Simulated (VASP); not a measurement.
A run of VASP 6.6.1 is set up as follows.

The input INCAR:

```
SYSTEM = NbRu3
PREC = Accurate
ENCUT = 520
EDIFF = 1E-8
ISMEAR = -1
SIGMA = 0.05
LREAL = .False.
LASPH = .True.
NELM = 80
ALGO = Normal
ISIF = 2
LWAVE = .False.
LCHARG = .False.
LEFG = .True.
NBANDS = 36
```

The input KPOINTS:

```
Automatic mesh
0
Gamma
  9 9 9
  0 0 0
```

File POSCAR:

```
NbRu3
1.0
    3.9576000000      0.0000000000      0.0000000000
    0.0000000000      3.9576000000      0.0000000000
    0.0000000000      0.0000000000      3.8800000000
Nb Ru
1 3
Direct
    0.0000000000      0.0000000000      0.0000000000
    0.0000000000      0.5000000000      0.5000000000
    0.5000000000      0.0000000000      0.5000000000
    0.5000000000      0.5000000000      0.0000000000
```

Potentials or basis: VASP PAW LDA potentials, release 64 (Nb_sv, Ru_pv).

The run is started by

```sh
$ cat potpaw_LDA.64/Nb_sv/POTCAR potpaw_LDA.64/Ru_pv/POTCAR > POTCAR
$ mpirun -np 1 vasp_std > vasp.out
```

**Question.** Predict the pressure.

**Answer.** -20.3 GPa.

**Question.** What does it give for the band gap on the k mesh?

**Answer.** Zero (an odd number of electrons rules out a gap without spin polarisation).

Stress tensor (GPa, compression positive):
```
-21.21   0.00   0.00
  0.00 -21.21   0.00
  0.00   0.00 -18.47
```

Caveat: the cell differs from its parent crystal (equal xx and yy strain of +2 %); the cell stands under tension; without QUAD_EFG the Cq values of the log hold for a quadrupole moment of 1 mb, not for the nuclei.
